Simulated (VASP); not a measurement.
# W2AuN3 (P3m1) in VASP: further runs

The runs below take W2AuN3 through single point, relaxation of cell and atoms, with PBE.

Everything below comes from runs of VASP 6.6.1. Logs are shortened: lines on timing, memory, paths and dates and some standing lists are left out, and cuts for length are marked.

### 1 The cell of the first run

It takes space group P3m1 (No. 156, trigonal). The conventional cell has a = 4.454 Å, b = 4.454 Å, c = 6.340 Å, α = 90.00°, β = 90.00°, γ = 120.00°. W (site symmetry 3m) has 1 N at 1.96 Å and 3 W at 2.68 Å within 2.7 Å. Within 2.3 Å of W (site symmetry 3m) lie 1 N at 1.74 Å. Au (site symmetry 3m) has 1 N at 1.99 Å and 1 W at 2.62 Å within 2.7 Å. Within 1.5 Å of N (site symmetry 3m) lie 1 N at 1.14 Å. N (site symmetry 3m) has 1 N at 1.14 Å within 1.5 Å. N (site symmetry 3m) has 1 W at 1.74 Å and 1 Au at 1.99 Å within 2.3 Å.

The cell was built from a structure type or drawn by symmetry, and may not be a known phase.

### 2 Single point, PBE

INCAR

```
SYSTEM = W2AuN3
ALGO     = Normal         ! electronic algorithm
EDIFF    = 1E-6           ! SCF threshold, eV
ENCUT    = 600            ! plane-wave cutoff, eV
GGA      = PE             ! functional
GGA_COMPAT= .FALSE.      
ISIF     = 2              ! what is computed and relaxed
ISMEAR   = 0              ! smearing method
LASPH    = .TRUE.         ! aspherical terms in the spheres
LCHARG   = .FALSE.        ! write CHGCAR
LREAL    = .FALSE.        ! projectors in reciprocal space
LWAVE    = .FALSE.        ! write WAVECAR
NBANDS   = 36             ! bands
NELM     = 120            ! most SCF steps
PREC     = Accurate       ! precision mode
SIGMA    = 0.15           ! smearing width, eV
```

KPOINTS

```
k-points
0
G
  3 3 2
  0 0 0
```

POSCAR

```
W2AuN3
1.0
    4.4539797762      0.0000000000      0.0000000000
   -2.2269898881      3.8572596341      0.0000000000
    0.0000000000      0.0000000000      6.3398877074
W Au N
2 1 3
Direct
    0.3333333333      0.6666666667      0.0404817687
    0.6666666667      0.3333333333      0.9191660969
    0.6666666667      0.3333333333      0.3319927711
    0.3333333333      0.6666666667      0.5521965839
    0.3333333333      0.6666666667      0.7320202414
    0.6666666667      0.3333333333      0.6450918180
```

Potentials or basis: VASP PAW PBE potentials, release 64 (W_sv, Au, N).

Started as:

```bash
cat potpaw_PBE.64/W_sv/POTCAR potpaw_PBE.64/Au/POTCAR potpaw_PBE.64/N/POTCAR > POTCAR
mpirun -np 1 vasp_std > vasp.out
```

OUTCAR:

```text
SYSTEM = W2AuN3
   EDIFF = 1E-6
   ENCUT = 600
   GGA = PE
   ISIF = 2
   ISMEAR = 0
   LASPH = .TRUE.
   LREAL = .FALSE.
   NELM = 120
   PREC = Accurate

 ion  position               nearest neighbor table
   1  0.333  0.667  0.040-   5 1.96   2 2.68   2 2.68   2 2.68   3 3.17   3 3.17   3 3.17
   2  0.667  0.333  0.919-   6 1.74   3 2.62   1 2.68   1 2.68   1 2.68
   3  0.667  0.333  0.332-   6 1.99   2 2.62   1 3.17   1 3.17   1 3.17
   4  0.333  0.667  0.552-   5 1.14
   5  0.333  0.667  0.732-   4 1.14   1 1.96
   6  0.667  0.333  0.645-   2 1.74   3 1.99

  LATTYP: Found a hexagonal cell.
 ALAT       =     4.4539797762
 C/A-ratio  =     1.4234208564

  Lattice vectors:

 A1 = (   4.4539797762,   0.0000000000,   0.0000000000)
 A2 = (  -2.2269898881,   3.8572596341,   0.0000000000)
 A3 = (   0.0000000000,   0.0000000000,   6.3398877074)

Analysis of symmetry for initial positions (statically):
=====================================================================
 Subroutine PRICEL returns:
 Original cell was already a primitive cell.

 Routine SETGRP: Setting up the symmetry group for a
 hexagonal supercell.

 Subroutine GETGRP returns: Found  6 space group operations
 (whereof  6 operations were pure point group operations)
 out of a pool of 24 trial point group operations.

The static configuration has the point symmetry C_3v.

Analysis of symmetry for dynamics (positions and initial velocities):
=====================================================================
 Subroutine PRICEL returns:
 Original cell was already a primitive cell.

 Routine SETGRP: Setting up the symmetry group for a
 hexagonal supercell.

 Subroutine GETGRP returns: Found  6 space group operations
 (whereof  6 operations were pure point group operations)
 out of a pool of 24 trial point group operations.

The dynamic configuration has the point symmetry C_3v.

 Subroutine INISYM returns: Found  6 space group operations
 (whereof  6 operations are pure point group operations),
 and found     1 'primitive' translations

----------------------------------------------------------------------------------------

                                     Primitive cell

  volume of cell :     108.9203

  direct lattice vectors                    reciprocal lattice vectors
     4.453979776  0.000000000  0.000000000     0.224518307  0.129625705  0.000000000
    -2.226989888  3.857259634  0.000000000     0.000000000  0.259251410  0.000000000
     0.000000000  0.000000000  6.339887707     0.000000000  0.000000000  0.157731500

  length of vectors
     4.453979776  4.453979776  6.339887707     0.259251410  0.259251410  0.157731500

  position of ions in fractional coordinates (direct lattice)
     0.333333333  0.666666667  0.040481769
     0.666666667  0.333333333  0.919166097
     0.666666667  0.333333333  0.331992771
     0.333333333  0.666666667  0.552196584
     0.333333333  0.666666667  0.732020241
     0.666666667  0.333333333  0.645091818

  ion indices of the primitive-cell ions
   primitive index   ion index
                 1           1
                 2           2
                 3           3
                 4           4
                 5           5
                 6           6

----------------------------------------------------------------------------------------

 KPOINTS: k-points

Automatic generation of k-mesh.
 Grid dimensions read from file:
 generate k-points for:    3    3    2

 Generating k-lattice:

  Cartesian coordinates                     Fractional coordinates (reciprocal lattice)
     0.074839436  0.043208568  0.000000000     0.333333333  0.000000000  0.000000000
     0.000000000  0.086417137  0.000000000     0.000000000  0.333333333  0.000000000
     0.000000000  0.000000000  0.078865750     0.000000000  0.000000000  0.500000000

  Length of vectors
     0.086417137  0.086417137  0.078865750

  Shift w.r.t. Gamma in fractional coordinates (k-lattice)
     0.000000000  0.000000000  0.000000000

 Subroutine IBZKPT returns following result:
[... 46 lines left out ...]

 E-fermi :   4.0395     XC(G=0): -10.0510

 val. band max:        4.0381753848   @ k =   0.0000   0.0000   0.5000
 cond. band min:       4.2777759849   @ k =   0.3333   0.0000   0.5000
 fundamental gap:      0.2396006001
 Fermi energy:         4.0394890825

 k-point     1 :       0.0000    0.0000    0.0000
  band No.  band energies     occupation
      1     -69.7498      2.00000
      2     -69.3339      2.00000
      3     -34.3078      2.00000
      4     -34.0220      2.00000
      5     -34.0220      2.00000
      6     -33.9210      2.00000
[... 28 lines left out ...]
     35       8.1776      0.00000
     36       9.9441      0.00000

 k-point     2 :       0.3333    0.0000    0.0000
  band No.  band energies     occupation
      1     -69.7448      2.00000
      2     -69.3391      2.00000
      3     -34.3349      2.00000
      4     -34.0609      2.00000
      5     -34.0428      2.00000
      6     -33.8084      2.00000
[... 28 lines left out ...]
     35       8.1818      0.00000
     36       9.2360      0.00000

 k-point     3 :       0.3333    0.3333    0.0000
  band No.  band energies     occupation
      1     -69.7423      2.00000
      2     -69.3417      2.00000
      3     -34.3425      2.00000
      4     -34.1002      2.00000
      5     -34.0442      2.00000
      6     -33.6934      2.00000
[... 28 lines left out ...]
     35       8.1435      0.00000
     36       8.7195      0.00000

 k-point     4 :       0.0000    0.0000    0.5000
  band No.  band energies     occupation
      1     -69.7498      2.00000
      2     -69.3339      2.00000
      3     -34.3078      2.00000
      4     -34.0220      2.00000
      5     -34.0220      2.00000
      6     -33.9218      2.00000
[... 28 lines left out ...]
     35       8.5157      0.00000
     36      10.3336      0.00000

 k-point     5 :       0.3333    0.0000    0.5000
  band No.  band energies     occupation
      1     -69.7448      2.00000
      2     -69.3391      2.00000
      3     -34.3349      2.00000
      4     -34.0609      2.00000
      5     -34.0433      2.00000
      6     -33.8088      2.00000
[... 28 lines left out ...]
     35       8.4179      0.00000
     36       9.3489      0.00000

 k-point     6 :       0.3333    0.3333    0.5000
  band No.  band energies     occupation
      1     -69.7423      2.00000
      2     -69.3417      2.00000
      3     -34.3425      2.00000
      4     -34.1002      2.00000
      5     -34.0448      2.00000
      6     -33.6937      2.00000
[... 28 lines left out ...]
     35       8.1853      0.00000
     36       8.6806      0.00000

------------------------ aborting loop because EDIFF is reached ----------------------------------------

  FORCE on cell =-STRESS in cart. coord.  units (eV):
  Direction    XX          YY          ZZ          XY          YZ          ZX
  --------------------------------------------------------------------------------------
  -------------------------------------------------------------------------------------
  Total        0.2298260      0.2298260      1.3980561     -0.0000000      0.0000000      0.0000000
  in kB        3.3806564      3.3806564     20.5648954     -0.0000000      0.0000000      0.0000000
  external PRESSURE =       9.1087360 kB  Pullay stress =       0.0000000 kB

 VOLUME and BASIS-vectors are now :
 -----------------------------------------------------------------------------
  energy-cutoff  :      600.00
  volume of cell :      108.92
      direct lattice vectors                 reciprocal lattice vectors
     4.453979776  0.000000000  0.000000000     0.224518307  0.129625705  0.000000000
    -2.226989888  3.857259634  0.000000000     0.000000000  0.259251410  0.000000000
     0.000000000  0.000000000  6.339887707     0.000000000  0.000000000  0.157731500

 POSITION                                       TOTAL-FORCE (eV/Angst)
 -----------------------------------------------------------------------------------
     -0.00000      2.57151      0.25665        -0.000000     -0.000000      0.067925
      2.22699      1.28575      5.82741         0.000000     -0.000000      0.153085
      2.22699      1.28575      2.10480         0.000000     -0.000000     -0.020080
     -0.00000      2.57151      3.50086         0.000000     -0.000000     -0.867319
     -0.00000      2.57151      4.64093        -0.000000      0.000000      0.831972
      2.22699      1.28575      4.08981        -0.000000      0.000000     -0.165584
 -----------------------------------------------------------------------------------
    total drift:                                0.000000     -0.000000     -0.000931

  FREE ENERGIE OF THE ION-ELECTRON SYSTEM (eV)
  ---------------------------------------------------
  free  energy   TOTEN  =       -48.0261255684 eV

  energy  without entropy=      -48.0119802273  energy(sigma->0) =      -48.01905290
```

Run time: 81 s. Hardware: 1 thread of Intel Xeon 8259CL, shared host; peak memory 0.26 GiB.

What came out:

```
Free energy            : -48.0261 eV
Pressure               : 0.9 GPa
Largest force          : 0.867 eV/Å
Band gap on the k mesh : zero (bands 27 and 28 overlap by 0.79 eV)
```

Forces in eV/Å, atoms in the order of the input:
```
W    0.000  0.000  0.068
W    0.000  0.000  0.153
Au   0.000  0.000 -0.020
N    0.000  0.000 -0.867
N    0.000  0.000  0.832
N    0.000  0.000 -0.166
```

Stress tensor (GPa, compression positive):
```
0.34 0.00 0.00
0.00 0.34 0.00
0.00 0.00 2.06
```

Caveat: the k points lie up to 0.54 Å⁻¹ apart, too coarse for converged energies and pressures of a metal; the standard files for N, O and F lose accuracy on very short bonds; spin-orbit coupling is left out, which moves the levels of the heavy elements.

### 3 Relaxation of cell and atoms, PBE

This run uses another cell than the first one, of 12.85 Å³/atom.

INCAR

```
PREC = Accurate
ENCUT = 600
EDIFF = 1E-7
ISMEAR = 0
SIGMA = 0.15
LREAL = False
LASPH = True
NELM = 120
ALGO = Normal
ISIF = 3
LWAVE = False
LCHARG = False
GGA = PE
IBRION = 2
NSW = 36
EDIFFG = -0.08
GGA_COMPAT = False
NELMIN = 4
```

KPOINTS

```
Automatic mesh
0
Gamma
  5 5 1
```

POSCAR

```
W2AuN3
1.0
    2.7736198400      0.0000000000      0.0000000000
   -1.3868099200      2.4020252400      0.0000000000
    0.0000000000      0.0000000000     11.5745699400
W Au N
2 1 3
Direct
    0.3333333300      0.6666666700      0.7488420000
    0.6666666700      0.3333333300      0.2620630000
    0.3333333300      0.6666666700      0.1190370000
    0.6666666700      0.3333333300      0.8612840200
    0.6666666700      0.3333333300      0.6362540100
    0.3333333300      0.6666666700      0.3725189900
```

Potentials or basis: VASP PAW PBE potentials, release 64 (W_sv, Au, N).

Started as:

```bash
cat potpaw_PBE.64/W_sv/POTCAR potpaw_PBE.64/Au/POTCAR potpaw_PBE.64/N/POTCAR > POTCAR
mpirun -np 1 vasp_std > vasp.out
```

Run time: 17 min. Hardware: 1 thread of Intel Xeon 8259CL, shared host; peak memory 0.24 GiB.

It converged, with:

| Property | Result |
| --- | --- |
| Free energy | -53.1304 eV |
| Relaxed volume | 13.20 Å³/atom |
| Relaxed cell | a = 2.990 Å, b = 2.990 Å, c = 10.231 Å, α = 90.00°, β = 90.00°, γ = 120.00° |
| Space group after relaxing (to 0.1 Å) | P3m1 (No. 156) |
| Energy gained by relaxing | 1034.4 meV/atom |
| Ionic steps | 24 |
| Pressure after relaxing | 0.0 GPa |
| Largest force after relaxing | 0.041 eV/Å |
| Band gap on the k mesh | zero (bands 27 and 28 overlap by 0.59 eV) |

Forces on the atoms (eV/Å):
```
W    0.000  0.000  0.005
W    0.000  0.000  0.036
Au   0.000  0.000 -0.005
N    0.000  0.000 -0.041
N    0.000  0.000 -0.016
N    0.000  0.000  0.021
```

Stress tensor (GPa, compression positive):
```
 0.26  0.00  0.00
 0.00  0.26  0.00
 0.00  0.00 -0.41
```

The path:
```
step  energy change (eV)  largest force (eV/Å)  pressure (GPa)  volume (Å³)
   1              0.0000               18.5710           52.04        77.11
   2              1.4734                4.5246          -27.50       133.44
   3             -0.4093                4.5652          -25.59       120.82
   4             -2.2311                4.3976          -23.45       110.56
   5             -4.9497                3.6364          -11.27        92.86
   6             -4.9273                3.0502            6.31        84.75
   7             -5.1655                3.4089           -5.44        89.39
   8             -5.1765                3.3403           -3.45        88.43
   9             -5.8605                0.9398            3.67        86.29
  10             -5.8606                0.9262            3.57        86.32
  11             -5.8634                0.8073           -7.37        89.38
  12             -5.9107                0.6575           -2.25        87.85
  13             -5.9601                0.5067           -1.80        86.78
  14             -5.9988                1.6050           -0.42        84.77
  15             -6.0204                1.5705           -0.50        84.32
  16             -6.0786                1.4593           -0.58        82.99
  17             -6.1461                1.2016            0.08        80.33
  18             -6.1474                1.1475            0.41        79.70
  19             -6.1833                0.5512           -0.90        79.85
  20             -6.1934                0.3614           -1.98        79.97
  21             -6.2018                0.2511            0.06        79.31
  22             -6.2021                0.2677            0.55        79.16
  23             -6.2053                0.1425            0.31        79.18
  24             -6.2066                0.0409            0.04        79.20
```

Final structure:
```
W Au N
1.0
     2.98980    0.00000    0.00000
    -1.49490    2.58924    0.00000
     0.00000    0.00000   10.23082
W Au N
2 1 3
Direct
  0.33333 0.66667 0.74898
  0.66667 0.33333 0.28312
  0.33333 0.66667 0.06991
  0.66667 0.33333 0.87239
  0.66667 0.33333 0.64572
  0.33333 0.66667 0.37989
```

Levels at points of the mesh, in eV from the Fermi level:
```csv
k point,band 25,band 26,band 27,band 28,band 29,band 30
"(0.00, 0.00, 0.00)",-2.36,-1.66,0.35,0.35,1.75,2.57
```

Caveat: the k points lie up to 0.61 Å⁻¹ apart in the final cell, too coarse for converged energies and pressures of a metal; spin-orbit coupling is left out, which moves the levels of the heavy elements; the relaxation stopped at a loose force limit of 0.08 eV/Å, so its end isn't a converged minimum.

### 4 Single point, PBE

This run uses another cell than the first one, of 11.24 Å³/atom.

INCAR

```
ALGO = Normal ; EDIFF = 1E-6
ENCUT = 600 ; GGA = PE
GGA_COMPAT = False ; ISIF = 2
ISMEAR = 0 ; LASPH = True
LCHARG = False ; LREAL = False
LWAVE = False ; NBANDS = 36
NELM = 120 ; PREC = Accurate
SIGMA = 0.1
```

KPOINTS

```
k-points
0
Gamma
  6 6 2
```

POSCAR

```
W2AuN3
1.0
    2.9708920671      0.0000000000      0.0000000000
   -1.4854460336      2.5728680020      0.0000000000
    0.0000000000      0.0000000000      8.8244704347
W Au N
2 1 3
Direct
    0.3333333333      0.6666666667      0.9231827112
    0.3333333333      0.6666666667      0.2339448102
    0.0000000000      0.0000000000      0.5796732679
    0.6666666667      0.3333333333      0.3716725170
    0.6666666667      0.3333333333      0.0875283574
    0.0000000000      0.0000000000      0.8039993463
```

Started as:

```bash
cat potpaw_PBE.64/W_sv/POTCAR potpaw_PBE.64/Au/POTCAR potpaw_PBE.64/N/POTCAR > POTCAR
mpirun -np 1 vasp_std > vasp.out
```

Run time: 76 s. Hardware: 1 thread of Intel Xeon 8259CL, shared host; peak memory 0.21 GiB.

Results (log left out):

* Free energy: -53.3919 eV
* Pressure: 11.8 GPa
* Largest force: 1.071 eV/Å
* Band gap on the k mesh: zero (bands 27 and 28 overlap by 0.52 eV)

Forces in eV/Å, atoms in the order of the input:
```
W    0.000  0.000  1.071
W    0.000  0.000  0.521
Au   0.000  0.000 -0.579
N    0.000  0.000 -0.883
N    0.000  0.000 -0.105
N    0.000  0.000 -0.024
```

Stress tensor (GPa, compression positive):
```
 2.38  0.00  0.00
 0.00  2.38  0.00
 0.00  0.00 30.53
```

Levels at points of the mesh, in eV from the Fermi level:
| k point | band 24 | band 25 | band 26 | band 27 | band 28 | band 29 | band 30 | band 31 |
| --- | --- | --- | --- | --- | --- | --- | --- | --- |
| (0.00, 0.00, 0.00) | -2.75 | -2.75 | -2.32 | -0.24 | -0.24 | 1.79 | 1.79 | 2.00 |
| (0.50, 0.00, 0.00) | -1.77 | -1.48 | -1.06 | 0.28 | 2.33 | 2.37 | 2.73 | 3.00 |
| (0.00, 0.00, 0.50) | -2.57 | -2.57 | -0.68 | -0.15 | -0.15 | 0.64 | 1.80 | 1.80 |
| (0.50, 0.00, 0.50) | -1.89 | -1.73 | -0.46 | 0.17 | 2.36 | 2.38 | 2.82 | 3.04 |

Caveat: the k points lie up to 0.41 Å⁻¹ apart, too coarse for converged energies and pressures of a metal; spin-orbit coupling is left out, which moves the levels of the heavy elements; forces of over 1 eV/Å act on the atoms, so gaps and moduli don't describe the material at rest.

### 5 Summary

```tsv
task	cell	k mesh	smearing	gap on the mesh (eV)	pressure (GPa)	largest force (eV/Å)
single point	a = 4.454, b = 4.454, c = 6.340 Å, angles 90.0, 90.0, 120.0°, 6 atoms, atomic positions A	3 × 3 × 2	gaussian 0.15 eV	none	0.9	0.87
relaxation of cell and atoms	relaxed from a = 2.774, b = 2.774, c = 11.575 Å, angles 90.0, 90.0, 120.0°, 6 atoms, atomic positions B	5 × 5 × 1	gaussian 0.15 eV	none	0.0	0.04
single point	a = 2.971, b = 2.971, c = 8.824 Å, angles 90.0, 90.0, 120.0°, 6 atoms, atomic positions C	6 × 6 × 2	gaussian 0.1 eV	none	11.8	1.07
```

Alike in all rows: level PBE; potentials or basis VASP PAW PBE potentials, release 64 (W_sv, Au, N); no spin polarisation; cutoff (eV) 600.

Caveats: all runs use coarse meshes; spin-orbit coupling is left out, which moves the levels of the heavy elements; the standard files for N, O and F lose accuracy on very short bonds (at least some runs); the relaxation stopped at a loose force limit of 0.08 eV/Å, so its end isn't a converged minimum (at least some runs); forces of over 1 eV/Å act on the atoms, so gaps and moduli don't describe the material at rest (at least some runs).

Absolute energies hang on the potentials; compare differences alone.
